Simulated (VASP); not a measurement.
A run of VASP 6.6.1:

File INCAR:

```
SYSTEM = LaCd15Se16
ALGO = Normal ; EDIFF = 1E-8
ENCUT = 520 ; GGA = PE
ISIF = 2 ; ISMEAR = -1
LASPH = .TRUE. ; LCHARG = .FALSE.
LEFG = .TRUE. ; LREAL = Auto
LUSENCCL = .FALSE. ; LWAVE = .FALSE.
NBANDS = 166 ; NELECT = 286.0
NELM = 80 ; PREC = Accurate
SIGMA = 0.01
```

Contents of KPOINTS:

```
k-points
0
G
  3 3 2
  0 0 0
```

POSCAR

```
LaCd15Se16
1.0
    8.6000000000      0.0000000000      0.0000000000
   -4.3000000000      7.4478184726      0.0000000000
    0.0000000000      0.0000000000     14.0400000000
La Cd Se
1 15 16
Direct
    0.1666666666      0.3333333334      0.0000000000
    0.1666666666      0.3333333334      0.5000000000
    0.1666666666      0.8333333334      0.0000000000
    0.1666666666      0.8333333334      0.5000000000
    0.6666666666      0.3333333334      0.0000000000
    0.6666666666      0.3333333334      0.5000000000
    0.6666666666      0.8333333334      0.0000000000
    0.6666666666      0.8333333334      0.5000000000
    0.3333333334      0.1666666666      0.2500000000
    0.3333333334      0.1666666666      0.7500000000
    0.3333333334      0.6666666666      0.2500000000
    0.3333333334      0.6666666666      0.7500000000
    0.8333333334      0.1666666666      0.2500000000
    0.8333333334      0.1666666666      0.7500000000
    0.8333333334      0.6666666666      0.2500000000
    0.8333333334      0.6666666666      0.7500000000
    0.1666666666      0.3333333334      0.1925000000
    0.1666666666      0.3333333334      0.6925000000
    0.1666666666      0.8333333334      0.1925000000
    0.1666666666      0.8333333334      0.6925000000
    0.6666666666      0.3333333334      0.1925000000
    0.6666666666      0.3333333334      0.6925000000
    0.6666666666      0.8333333334      0.1925000000
    0.6666666666      0.8333333334      0.6925000000
    0.3333333334      0.1666666666      0.4425000000
    0.3333333334      0.1666666666      0.9425000000
    0.3333333334      0.6666666666      0.4425000000
    0.3333333334      0.6666666666      0.9425000000
    0.8333333334      0.1666666666      0.4425000000
    0.8333333334      0.1666666666      0.9425000000
    0.8333333334      0.6666666666      0.4425000000
    0.8333333334      0.6666666666      0.9425000000
```

Potentials or basis: VASP PAW PBE potentials, release 64 (La, Cd, Se).

Run with:

```bash
$ cat potpaw_PBE.64/La/POTCAR potpaw_PBE.64/Cd/POTCAR potpaw_PBE.64/Se/POTCAR > POTCAR
$ mpirun -np 1 vasp_std > vasp.out
```

Hardware: 1 × NVIDIA H100 80GB with 1 thread of AMD EPYC 7R13 Processor (Zen 3), with other jobs on the host.

Problem. How long does it take, and how much memory?

Solution. Run time: 2.3 min on 1 × NVIDIA H100 80GB with 1 thread of AMD EPYC 7R13 Processor (Zen 3), on a shared host, peak memory 2 GiB. Counts: scf iterations 22, k points 6.
